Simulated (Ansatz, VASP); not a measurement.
# Ni in VASP and in Ansatz

```
Ni
1.0
     0.00000    1.73161    1.73161
     1.73161    0.00000    1.73161
     1.73161    1.73161    0.00000
Ni
1
Cartesian
  0.0000 0.0000 0.0000
```

Alike in both runs: functional PBEsol; k mesh 20 × 20 × 20; occupations fermi-dirac, width 0.05 eV; collinear spin.

Ansatz relaxed the structure, and its values are those at the end. VASP's run is a single point on that final structure, the one shown.

|  | VASP | Ansatz |
| --- | --- | --- |
| version | VASP 6.6.1 | Ansatz 0.2.0 |
| potentials or method | VASP PAW PBE potentials, release 64 (Ni) | PAW with Ansatz's default frozen-core files, scalar-relativistic |
| plane-wave cutoff (eV) | 520 | 420 |
| valence electrons in the cell | 10 | 18 |

|  | VASP | Ansatz | Ansatz less VASP |
| --- | --- | --- | --- |
| pressure (GPa) | -0.1 | 0.0 | +0.10 |
| net moment per atom (μB) | 0.62 | 0.63 | +0.010 |
| size of the moment on the site where the two differ most (μB) | 0.63 | 0.67 | +0.038 |

VASP's potentials were made for PBE, not for PBEsol. Site moments also hang on the region over which each program counts them. VASP's potentials hold 10 valence electrons a cell and Ansatz's 18, so a difference there can come from the potentials and not from the codes.
